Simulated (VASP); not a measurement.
# SiNi2 (P6_3/mmc) in VASP: notebook

Runs on SiNi2. Level: r2SCAN. Tasks: single point.

Everything below comes from runs of VASP 6.6.1. Logs are shortened: lines on timing, memory, paths and dates and some standing lists are left out, and cuts for length are marked.

## (1) The cell of the first run

It takes space group P6_3/mmc (No. 194, hexagonal). The conventional cell has a = 3.839 Å, b = 3.839 Å, c = 5.124 Å, α = 90.00°, β = 90.00°, γ = 120.00°. Within 2.9 Å of Si (site symmetry -6m2) lie 11 Ni at 2.22 to 2.56 Å. Ni (site symmetry -3m) has 8 Ni at 2.56 Å and 6 Si at 2.56 Å within 3.4 Å. Ni (site symmetry -6m2) has 5 Si at 2.22 to 2.56 Å and 6 Ni at 2.56 Å within 2.9 Å.

## (2) Single point, r2SCAN (uniaxial strain along c: +4.0 %, then relaxed in part)

POSCAR reads:

```
SiNi2
1.0
    3.8385318304      0.0000000000      0.0000000000
   -1.9192659152      3.3242660784      0.0000000000
    0.0000000000      0.0000000000      5.1238835809
Si Ni
2 4
Direct
    0.3333333339      0.6666666661      0.7500000000
    0.6666666661      0.3333333339      0.2500000000
    0.0000000000      0.0000000000      0.0000000000
    0.0000000000      0.0000000000      0.5000000000
    0.3333333345      0.6666666655      0.2500000000
    0.6666666655      0.3333333345      0.7500000000
```

INCAR.step1 reads:

```
PREC = Accurate
ENCUT = 520
ISMEAR = 0
SIGMA = 0.1
LREAL = False
LASPH = True
NELM = 100
NBANDS = 33
GGA = PE
ALGO = Normal
EDIFF = 1E-4
LWAVE = True
LCHARG = False
```

INCAR.step2 reads:

```
PREC = Accurate
ENCUT = 520
EDIFF = 1E-6
ISMEAR = 0
SIGMA = 0.1
LREAL = False
LASPH = True
NELM = 100
ALGO = Normal
ISIF = 2
LWAVE = False
LCHARG = True
METAGGA = R2SCAN
LMIXTAU = True
LELF = True
LVHAR = True
NBANDS = 33
ISTART = 1
```

KPOINTS reads:

```
regular mesh
0
Gamma
  12 12 8
```

Potentials or basis: VASP PAW PBE potentials, release 64 (Si, Ni).

The run is started by

```console
> cat potpaw_PBE.64/Si/POTCAR potpaw_PBE.64/Ni/POTCAR > POTCAR
> cp INCAR.step1 INCAR
> mpirun -np 1 vasp_std > vasp.out
> cp INCAR.step2 INCAR
> mpirun -np 1 vasp_std > vasp.out
```

OUTCAR:

```text
PREC = Accurate
   ENCUT = 520
   EDIFF = 1E-6
   ISMEAR = 0
   LREAL = False
   LASPH = True
   NELM = 100
   ISIF = 2
   METAGGA = R2SCAN
   ISTART = 1

 ion  position               nearest neighbor table
   1  0.333  0.667  0.750-   6 2.22   6 2.22   6 2.22   4 2.56   3 2.56   4 2.56   3 2.56   3 2.56
                             4 2.56   5 2.56   5 2.56
   2  0.667  0.333  0.250-   5 2.22   5 2.22   5 2.22   3 2.56   4 2.56   3 2.56   4 2.56   3 2.56
                             4 2.56   6 2.56   6 2.56
   3  0.000  0.000  0.000-   6 2.56   5 2.56   6 2.56   5 2.56   1 2.56   2 2.56   2 2.56   1 2.56
                             1 2.56   2 2.56   5 2.56   6 2.56   4 2.56   4 2.56
   4  0.000  0.000  0.500-   6 2.56   5 2.56   6 2.56   5 2.56   1 2.56   2 2.56   2 2.56   1 2.56
                             1 2.56   2 2.56   5 2.56   6 2.56   3 2.56   3 2.56
   5  0.333  0.667  0.250-   2 2.22   2 2.22   2 2.22   4 2.56   3 2.56   4 2.56   3 2.56   4 2.56
                             3 2.56   1 2.56   1 2.56
   6  0.667  0.333  0.750-   1 2.22   1 2.22   1 2.22   3 2.56   4 2.56   3 2.56   4 2.56   4 2.56
                             3 2.56   2 2.56   2 2.56

  LATTYP: Found a hexagonal cell.
 ALAT       =     3.8385318304
 C/A-ratio  =     1.3348550454

  Lattice vectors:

 A1 = (   3.8385318304,   0.0000000000,   0.0000000000)
 A2 = (  -1.9192659152,   3.3242660784,   0.0000000000)
 A3 = (   0.0000000000,   0.0000000000,   5.1238835809)

Analysis of symmetry for initial positions (statically):
=====================================================================
 Subroutine PRICEL returns:
 Original cell was already a primitive cell.

 Routine SETGRP: Setting up the symmetry group for a
 hexagonal supercell.

 Subroutine GETGRP returns: Found 24 space group operations
 (whereof 12 operations were pure point group operations)
 out of a pool of 24 trial point group operations.

The static configuration has the point symmetry D_3d.
 The point group associated with its full space group is D_6h.

Analysis of symmetry for dynamics (positions and initial velocities):
=====================================================================
 Subroutine PRICEL returns:
 Original cell was already a primitive cell.

 Routine SETGRP: Setting up the symmetry group for a
 hexagonal supercell.

 Subroutine GETGRP returns: Found 24 space group operations
 (whereof 12 operations were pure point group operations)
 out of a pool of 24 trial point group operations.

The dynamic configuration has the point symmetry D_3d.
 The point group associated with its full space group is D_6h.

 Subroutine INISYM returns: Found 24 space group operations
 (whereof 12 operations are pure point group operations),
 and found     1 'primitive' translations

----------------------------------------------------------------------------------------

                                     Primitive cell

  volume of cell :      65.3823

  direct lattice vectors                    reciprocal lattice vectors
     3.838531830  0.000000000  0.000000000     0.260516271  0.150409139  0.000000000
    -1.919265915  3.324266078  0.000000000     0.000000000  0.300818279  0.000000000
     0.000000000  0.000000000  5.123883581     0.000000000  0.000000000  0.195164465

  length of vectors
     3.838531830  3.838531830  5.123883581     0.300818279  0.300818279  0.195164465

  position of ions in fractional coordinates (direct lattice)
     0.333333334  0.666666666  0.750000000
     0.666666666  0.333333334  0.250000000
     0.000000000  0.000000000  0.000000000
     0.000000000  0.000000000  0.500000000
     0.333333334  0.666666666  0.250000000
     0.666666666  0.333333334  0.750000000

  ion indices of the primitive-cell ions
   primitive index   ion index
                 1           1
                 2           2
                 3           3
                 4           4
                 5           5
                 6           6

----------------------------------------------------------------------------------------

 KPOINTS: regular mesh

Automatic generation of k-mesh.
 Grid dimensions read from file:
 generate k-points for:   12   12    8

 Generating k-lattice:

  Cartesian coordinates                     Fractional coordinates (reciprocal lattice)
     0.021709689  0.012534095  0.000000000     0.083333333  0.000000000  0.000000000
     0.000000000  0.025068190  0.000000000     0.000000000  0.083333333  0.000000000
     0.000000000  0.000000000  0.024395558     0.000000000  0.000000000  0.125000000

  Length of vectors
     0.025068190  0.025068190  0.024395558

  Shift w.r.t. Gamma in fractional coordinates (k-lattice)
     0.000000000  0.000000000  0.000000000

 Subroutine IBZKPT returns following result:
 ===========================================

 Found     95 irreducible k-points:

 Following reciprocal coordinates:
            Coordinates               Weight
  0.000000  0.000000  0.000000      1.000000
  0.083333  0.000000  0.000000      6.000000
  0.166667  0.000000  0.000000      6.000000
  0.250000 -0.000000  0.000000      6.000000
  0.333333  0.000000  0.000000      6.000000
  0.416667 -0.000000  0.000000      6.000000
[... 16 lines left out ...]
  0.250000 -0.000000  0.125000     12.000000
  0.333333  0.000000  0.125000     12.000000
 [... further k-points ...]
   k-points           NKPTS =     95   k-points in BZ     NKDIM =     95   number of bands    NBANDS=     33
   number of dos      NEDOS =    301   number of ions     NIONS =      6
   total plane-waves  NPLWV =  36000
   dimension x,y,z NGX =    30 NGY =   30 NGZ =   40
   dimension x,y,z NGXF=    60 NGYF=   60 NGZF=   80
   ions per type =               2   4
   NGX,Y,Z   is equivalent  to a cutoff of  12.99, 12.99, 12.98 a.u.
   NGXF,Y,Z  is equivalent  to a cutoff of  25.99, 25.99, 25.96 a.u.
 SYSTEM =  unknown system
   PREC   = accura    normal or accurate (medium, high low for compatibility)
   ISTART =      1    job   : 0-new  1-cont  2-samecut
   ICHARG =      0    charge: 1-file 2-atom 10-const
   ISPIN  =      1    spin polarized calculation?
   LNONCOLLINEAR =      F non collinear calculations
   LSORBIT =      F    spin-orbit coupling
   LASPH  =      T    aspherical Exc in radial PAW
   ENCUT  =  520.0 eV  38.22 Ry    6.18 a.u.   7.14  7.14  9.53*2*pi/ulx,y,z
   NELM   =    100;   NELMIN=  2; NELMDL=  0     # of ELM steps
   EDIFF  = 0.1E-05   stopping-criterion for ELM
   LREAL  =      F    real-space projection
   EDIFFG = 0.1E-04   stopping-criterion for IOM
   NSW    =      0    number of steps for IOM
   IBRION =     -1    ionic relax: 0-MD 1-quasi-New 2-CG
   NFREE  =      0    steps in history (QN), initial steepest desc. (CG)
   ISIF   =      2    stress and relaxation
   ISYM   =      2    0-nonsym 1-usesym 2-fastsym
   POTIM  = 0.5000    time-step for ionic-motion
   TEBEG  =    0.0;   TEEND  =   0.0 temperature during run
   PSTRESS=    0.0 pullay stress
   NELECT =      48.0000    total number of electrons
   NUPDOWN=      -1.0000    fix difference up-down
   EMIN   =  10.00;   EMAX   =-10.00  energy-range for DOS
   EFERMI =   0.00;   METHOD = LEGACY
   ISMEAR =     0;   SIGMA  =   0.10  broadening in eV -4-tet -1-fermi 0-gaus
   EFERMI_NEDOS =   21; number of points for ismear=-14 and -15
   IALGO  =     38    algorithm
   IMIX   =      4    mixing-type and parameters
     AMIX     =   0.40;   BMIX     =  1.00
     AMIX_MAG =   1.60;   BMIX_MAG =  1.00
  volume/ion in A,a.u.               =      10.90        73.54
  Fermi-wavevector in a.u.,A,eV,Ry     =   1.476846  2.790834 29.675311  2.181074
  Thomas-Fermi vector in A             =   2.591323
   LORBIT       =      0    0 simple, 1 ext, 2 COOP (PROOUT), +10 PAW based schemes
   METAGGA = R2SCAN    functional components
   LHFCALC =     F    Hartree Fock is set to
   AEXX    =    0.0000 exact exchange contribution
   IVDW    =     0    specifies the selected vdW correction
   LEPSILON=     F    determine dielectric tensor
   LRPA    =     F    only Hartree local field effects (RPA)
 non-spin polarized calculation
 Gauss-broadening in eV      SIGMA  =   0.10
  energy-cutoff  :      520.00
  volume of cell :       65.38
 maximum number of plane-waves:      1797
 NGX is ok and might be reduce to    30
   NGX = 15   NGY = 15   NGZ = 19

 number of electron      48.0000012 magnetization

 Free energy of the ion-electron system (eV)
  ---------------------------------------------------
  ext. energy  EPLUGINS =         0.00000000
  ---------------------------------------------------
  free energy    TOTEN  =       -68.17683927 eV

  energy without entropy =      -68.15926076  energy(sigma->0) =      -68.16805001

 E-fermi :  10.9517     XC(G=0): -13.9980

 val. band max:       10.9448188578   @ k =   0.1667   0.0833   0.1250
 cond. band min:      10.9610664199   @ k =   0.2500   0.2500   0.5000
 fundamental gap:      0.0162475621
 Fermi energy:        10.9516784962

 k-point     1 :       0.0000    0.0000    0.0000
  band No.  band energies     occupation
      1      -2.1930      2.00000
      2       2.1599      2.00000
      3       4.0498      2.00000
      4       5.6757      2.00000
      5       5.6757      2.00000
      6       6.8374      2.00000
[... 25 lines left out ...]
     32      17.4116      0.00000
     33      19.7618      0.00000

 k-point     2 :       0.0833    0.0000    0.0000
  band No.  band energies     occupation
      1      -2.0960      2.00000
      2       2.1936      2.00000
      3       4.1204      2.00000
      4       5.6508      2.00000
      5       5.7260      2.00000
      6       6.5788      2.00000
[... 25 lines left out ...]
     32      17.9605      0.00000
     33      19.0264      0.00000
[... 754 lines left out ...]
     32      18.1727      0.00000
     33      18.8756      0.00000

 k-point    24 :       0.3333    0.0000    0.1250
  band No.  band energies     occupation
      1      -0.6251      2.00000
      2       2.1405      2.00000
      3       4.1896      2.00000
      4       5.1245      2.00000
      5       6.1555      2.00000
      6       6.4401      2.00000
[... 25 lines left out ...]
     32      18.4152      0.00000
     33      20.0501      0.00000

 [... further k-points ...]

------------------------ aborting loop because EDIFF is reached ----------------------------------------

  FORCE on cell =-STRESS in cart. coord.  units (eV):
  Direction    XX          YY          ZZ          XY          YZ          ZX
  --------------------------------------------------------------------------------------
  -------------------------------------------------------------------------------------
  Total        0.1611161      0.1611161     -3.9417018      0.0000000     -0.0000000      0.0000000
  in kB        3.9481106      3.9481106    -96.5904450      0.0000000     -0.0000000      0.0000000
  external PRESSURE =     -29.5647413 kB  Pullay stress =       0.0000000 kB

 VOLUME and BASIS-vectors are now :
 -----------------------------------------------------------------------------
  energy-cutoff  :      520.00
  volume of cell :       65.38
      direct lattice vectors                 reciprocal lattice vectors
     3.838531830  0.000000000  0.000000000     0.260516271  0.150409139  0.000000000
    -1.919265915  3.324266078  0.000000000     0.000000000  0.300818279  0.000000000
     0.000000000  0.000000000  5.123883581     0.000000000  0.000000000  0.195164465

 POSITION                                       TOTAL-FORCE (eV/Angst)
 -----------------------------------------------------------------------------------
      0.00000      2.21618      3.84291        -0.000000      0.000000      0.000000
      1.91927      1.10809      1.28097         0.000000     -0.000000      0.000000
      0.00000      0.00000      0.00000         0.000000     -0.000000      0.000000
      0.00000      0.00000      2.56194        -0.000000     -0.000000      0.000000
      0.00000      2.21618      1.28097        -0.000000      0.000000      0.000000
      1.91927      1.10809      3.84291         0.000000     -0.000000      0.000000
 -----------------------------------------------------------------------------------
    total drift:                                0.000000     -0.000000      0.000000

  FREE ENERGIE OF THE ION-ELECTRON SYSTEM (eV)
  ---------------------------------------------------
  free  energy   TOTEN  =       -68.1768392652 eV

  energy  without entropy=      -68.1592607635  energy(sigma->0) =      -68.16805001
```

Wall time 9.6 min (1 thread of Intel Xeon 6975P-C (Granite Rapids), shared host); peak memory 0.3 GiB.

What came out:

```yaml
Free_energy: -68.1768 eV
Pressure: -3.0 GPa
Band_gap_on_the_k_mesh: zero (bands 24 and 25 overlap by 3.87 eV)
```

Stress tensor (GPa, compression positive):
```
 0.39  0.00  0.00
 0.00  0.39  0.00
 0.00  0.00 -9.66
```

Caveat: the cell differs from its parent crystal (uniaxial strain along c: +4.0 %, then relaxed in part); the PAW data sets were made with another functional, which shifts forces and pressure a little. Spin polarisation is off, so any magnetic state and its effect on volume and gap are missing.

## (3) Single point, r2SCAN (uniaxial strain along c: +6.0 %)

Edit POSCAR of step 2 so:

```diff
@@ -2,5 +2,5 @@
 1.0
-    3.8385318304      0.0000000000      0.0000000000
-   -1.9192659152      3.3242660784      0.0000000000
-    0.0000000000      0.0000000000      5.1238835809
+    3.8115023207      0.0000000000      0.0000000000
+   -1.9057511603      3.3008578363      0.0000000000
+    0.0000000000      0.0000000000      5.2224198036
 Si Ni
```

INCAR.step1 reads:

```
SYSTEM = SiNi2
PREC = Accurate
ENCUT = 520
ISMEAR = 0
SIGMA = 0.1
LREAL = .FALSE.
LASPH = .TRUE.
NELM = 60
NBANDS = 33
GGA = PE
ALGO = Normal
EDIFF = 1E-4
LWAVE = .TRUE.
LCHARG = .FALSE.
```

INCAR.step2 reads:

```
SYSTEM = SiNi2
PREC = Accurate
ENCUT = 520
EDIFF = 1E-7
ISMEAR = 0
SIGMA = 0.1
LREAL = .FALSE.
LASPH = .TRUE.
NELM = 60
ALGO = Normal
ISIF = 2
LWAVE = .FALSE.
LCHARG = .FALSE.
METAGGA = R2SCAN
LMIXTAU = .TRUE.
NBANDS = 33
ISTART = 1
```

KPOINTS reads:

```
Automatic mesh
0
G
  12 12 8
  0 0 0
```

Potentials or basis: VASP PAW PBE potentials, release 64 (Si, Ni).

The run is started by

```console
> cat potpaw_PBE.64/Si/POTCAR potpaw_PBE.64/Ni/POTCAR > POTCAR
> cp INCAR.step1 INCAR
> mpirun -np 1 vasp_std > vasp.out
> cp INCAR.step2 INCAR
> mpirun -np 1 vasp_std > vasp.out
```

It took 9.2 min on 1 thread of Intel Xeon 6975P-C (Granite Rapids), shared host; peak memory 0.3 GiB.

It converged, with:

```yaml
Free_energy: -68.0822 eV
Pressure: -2.7 GPa
Band_gap_on_the_k_mesh: zero (bands 24 and 25 overlap by 4.00 eV)
```

Stress tensor (GPa, compression positive):
```
  2.27   0.00   0.00
  0.00   2.27   0.00
  0.00   0.00 -12.63
```

Levels at points of the mesh, in eV from the Fermi level:
| k point | band 20 | band 21 | band 22 | band 23 | band 24 | band 25 | band 26 | band 27 | band 28 | band 29 |
| --- | --- | --- | --- | --- | --- | --- | --- | --- | --- | --- |
| (0.00, 0.00, 0.00) | -1.20 | -0.58 | -0.58 | -0.16 | 3.31 | 3.31 | 3.36 | 3.36 | 3.65 | 3.65 |
| (0.50, 0.00, 0.00) | -1.55 | -1.52 | -1.18 | -1.05 | -0.72 | -0.66 | 1.16 | 1.94 | 3.60 | 3.72 |
| (0.00, 0.00, 0.50) | -1.23 | -1.23 | -1.23 | 2.00 | 2.00 | 3.70 | 3.70 | 3.70 | 3.70 | 4.59 |
| (0.50, 0.00, 0.50) | -1.69 | -1.26 | -1.26 | -0.98 | -0.98 | 1.05 | 1.05 | 3.41 | 3.41 | 5.31 |

Caveat: the cell differs from its parent crystal (uniaxial strain along c: +6.0 %); the PAW data sets were made with another functional, which shifts forces and pressure a little.

## (4) Single point, r2SCAN (uniaxial strain along c: +6.0 %, then relaxed in part)

POSCAR reads:

```
SiNi2
1.0
    3.8237808079      0.0000000000      0.0000000000
   -1.9118904039      3.3114913182      0.0000000000
    0.0000000000      0.0000000000      5.2224198036
Si Ni
2 4
Direct
    0.3333333332      0.6666666668      0.7500000000
    0.6666666668      0.3333333332      0.2500000000
    0.0000000000      0.0000000000      0.0000000000
    0.0000000000      0.0000000000      0.5000000000
    0.3333333335      0.6666666665      0.2500000000
    0.6666666665      0.3333333335      0.7500000000
```

INCAR.step1 reads:

```
PREC = Accurate
ENCUT = 520
ISMEAR = 0
SIGMA = 0.1
LREAL = False
LASPH = True
NELM = 100
NBANDS = 33
GGA = PE
ALGO = Normal
EDIFF = 1E-4
LWAVE = True
LCHARG = False
```

INCAR.step2 reads:

```
PREC = Accurate
ENCUT = 520
EDIFF = 1E-6
ISMEAR = 0
SIGMA = 0.1
LREAL = False
LASPH = True
NELM = 100
ALGO = Normal
ISIF = 2
LWAVE = False
LCHARG = False
METAGGA = R2SCAN
LMIXTAU = True
NBANDS = 33
ISTART = 1
```

KPOINTS reads:

```
Automatic mesh
0
Gamma
  12 12 8
```

The run is started by

```console
> cat potpaw_PBE.64/Si/POTCAR potpaw_PBE.64/Ni/POTCAR > POTCAR
> cp INCAR.step1 INCAR
> mpirun -np 1 vasp_std > vasp.out
> cp INCAR.step2 INCAR
> mpirun -np 1 vasp_std > vasp.out
```

Wall time 5.8 min (1 thread of Intel Xeon 6975P-C (Granite Rapids), shared host); peak memory 0.29 GiB.

Results (log left out):

```
Free energy            : -68.0857 eV
Pressure               : -4.0 GPa
Band gap on the k mesh : zero (bands 24 and 25 overlap by 3.95 eV)
```

Stress tensor (GPa, compression positive):
```
  0.52   0.00   0.00
  0.00   0.52   0.00
  0.00   0.00 -13.12
```

Levels at points of the mesh, in eV from the Fermi level:
```
           k point  band 21  band 22  band 23  band 24  band 25  band 26  band 27  band 28
(0.00, 0.00, 0.00)    -0.58    -0.58    -0.15     3.27     3.27     3.32     3.32     3.59
(0.50, 0.00, 0.00)    -1.50    -1.17    -1.04    -0.70    -0.65     1.14     1.92     3.55
(0.00, 0.00, 0.50)    -1.22    -1.22     2.00     2.00     3.66     3.66     3.66     3.66
(0.50, 0.00, 0.50)    -1.25    -1.25    -0.96    -0.96     1.04     1.04     3.37     3.37
```

Caveat: the cell differs from its parent crystal (uniaxial strain along c: +6.0 %, then relaxed in part); the cell stands under tension; the PAW data sets were made with another functional, which shifts forces and pressure a little. Spin polarisation is off, so any magnetic state and its effect on volume and gap are missing.

(Part 1 of 2 ends here.)
